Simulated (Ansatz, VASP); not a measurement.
# IrRu: VASP beside Ansatz

The input INCAR:

```
  ALGO = Fast
  EDIFF = 1E-6
  ENCUT = 520
  GGA = CA
  ISIF = 2
  ISMEAR = 0
  LASPH = True
  LCHARG = False
  LREAL = False
  LWAVE = False
  NBANDS = 18
  NELM = 80
  PREC = Accurate
  SIGMA = 0.15
```

Contents of KPOINTS:

```
k-points
0
Gamma
  24 24 12
```

File POSCAR:

```
IrRu
1.0
    2.8017092224      0.0000000000      0.0000000000
   -1.4008546112      2.4263513606      0.0000000000
    0.0000000000      0.0000000000      4.0965326000
Ru Ir
1 1
Direct
    0.6666666667      0.3333333333      0.0000000000
    0.0000000000      0.0000000000      0.5000000000
```

Input for Ansatz:

```yaml
crystal:
  lattice:
    - [2.8017092224, 0.0, 0.0]
    - [-1.4008546112, 2.4263513606, 0.0]
    - [0.0, 0.0, 4.0965326]
  atoms:
    - { symbol: Ru, position: [0.6666666667, 0.3333333333, 0.0] }
    - { symbol: Ir, position: [0.0, 0.0, 0.5] }
basis:
  ecutwfc: 420
kpoints:
  mp_grid: { grid: [24, 24, 12] }
hamiltonian:
  xc: lda
scf:
  occupations: { method: gaussian, width: 0.15 }
output:
  forces: true
  stress: true
  eigenvalues: true
```

Alike in both runs: task single point; functional LDA; k mesh 24 × 24 × 12; occupations gaussian, width 0.15 eV; no spin polarisation.

```csv
,VASP,Ansatz
version,VASP 6.6.1,Ansatz 0.2.0
potentials or method,"VASP PAW LDA potentials, release 64 (Ru_pv, Ir), cutoff 520 eV","scalar-relativistic, plane waves, PAW"
valence electrons in the cell,23,33
```

|  | VASP | Ansatz | Ansatz less VASP |
| --- | --- | --- | --- |
| gap on the k mesh at the Fermi level (eV) | none | none | - |
| pressure (GPa) | -6.3 | -8.0 | -1.66 |
| traceless stress, the component that is largest in VASP (GPa) | 22.80 | 22.65 | -0.157 |

LDA's correlation is that of Perdew and Zunger in VASP and of Perdew and Wang (1992) in Ansatz. A gap of «none» marks a metal or a gap that the smearing closes. VASP's potentials hold 23 valence electrons a cell and Ansatz's 33, so a difference there can come from the potentials and not from the codes.

Neither program's run includes spin-orbit coupling.
